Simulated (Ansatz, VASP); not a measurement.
**BaTiO3 in VASP and in Ansatz**

Contents of INCAR:

```
PREC     = Accurate       # precision mode
ENCUT    = 520            # plane-wave cutoff, eV
EDIFF    = 1E-6           # SCF threshold, eV
ISMEAR   = -1             # smearing method
SIGMA    = 0.02           # smearing width, eV
LREAL    = F              # projectors in reciprocal space
LASPH    = T              # aspherical terms in the spheres
NELM     = 60             # most SCF steps
ALGO     = Normal         # electronic algorithm
ISIF     = 2              # what is computed and relaxed
LWAVE    = F              # write WAVECAR
LCHARG   = T              # write CHGCAR
GGA      = PE             # functional
LELF     = T              # ELF
LVHAR    = T            
NBANDS   = 28             # bands
```

The input KPOINTS:

```
regular mesh
0
Gamma
  6 6 6
```

POSCAR

```
BaTiO3
1.0
    3.8925998650      0.0000000000      0.0000000000
    0.0000000000      3.8925998650      0.0000000000
    0.0000000000      0.0000000000      4.2587526924
Ba Ti O
1 1 3
Direct
    0.5000000000      0.5000000000      0.5931437032
    0.0000000000      0.0000000000      0.1121118325
    0.0000000000      0.5000000000      0.0591699801
    0.5000000000      0.0000000000      0.0591699801
    0.0000000000      0.0000000000      0.5364014941
```

Input for Ansatz:

```yaml
crystal:
  lattice:
    - [3.892599865, 0.0, 0.0]
    - [0.0, 3.892599865, 0.0]
    - [0.0, 0.0, 4.2587526924]
  atoms:
    - { symbol: Ba, position: [0.5, 0.5, 0.5931437032] }
    - { symbol: Ti, position: [0.0, 0.0, 0.1121118325] }
    - { symbol: O, position: [0.0, 0.5, 0.0591699801] }
    - { symbol: O, position: [0.5, 0.0, 0.0591699801] }
    - { symbol: O, position: [0.0, 0.0, 0.5364014941] }
kpoints:
  mp_grid: { grid: [6, 6, 6] }
  band_path:
    path:
      - [0.0, 0.0, 0.0]
      - [0.0, 0.5, 0.0]
      - [0.5, 0.5, 0.0]
      - [0.0, 0.0, 0.5]
      - [0.0, 0.5, 0.5]
      - [0.5, 0.5, 0.5]
    npoints: 1
hamiltonian:
  xc: pbe
scf:
  occupations: { method: fermi_dirac, width: 0.02 }
  n_extra_bands: 5
output:
  forces: true
  stress: true
  eigenvalues: true
```

Change from the starting cell: epitaxial_xy strain -2.0%.

Alike in both runs: task single point; functional PBE; k mesh 6 × 6 × 6; occupations fermi-dirac, width 0.02 eV; no spin polarisation.

|  | VASP | Ansatz |
| --- | --- | --- |
| version | VASP 6.6.1 | Ansatz 0.2.0 |
| potentials or method | VASP PAW PBE potentials, release 64 (Ba_sv, Ti_sv, O) | plane waves, PAW |
| plane-wave cutoff (eV) | 520 | 420 |
| valence electrons in the cell | 40 | 40 |

|  | VASP | Ansatz | Ansatz less VASP |
| --- | --- | --- | --- |
| gap on the k mesh at the Fermi level (eV) | 1.86 | 1.91 | +0.053 |
| pressure (GPa) | 8.7 | 6.9 | -1.80 |
| traceless stress, the component that is largest in VASP (GPa) | -3.59 | -3.50 | +0.089 |
| rms of the force components (eV/Å) | 0.070 | 0.050 | -0.0204 |

Atom by atom the forces differ by 0.031 eV/Å (rms over components).

Neither program's run includes spin-orbit coupling.
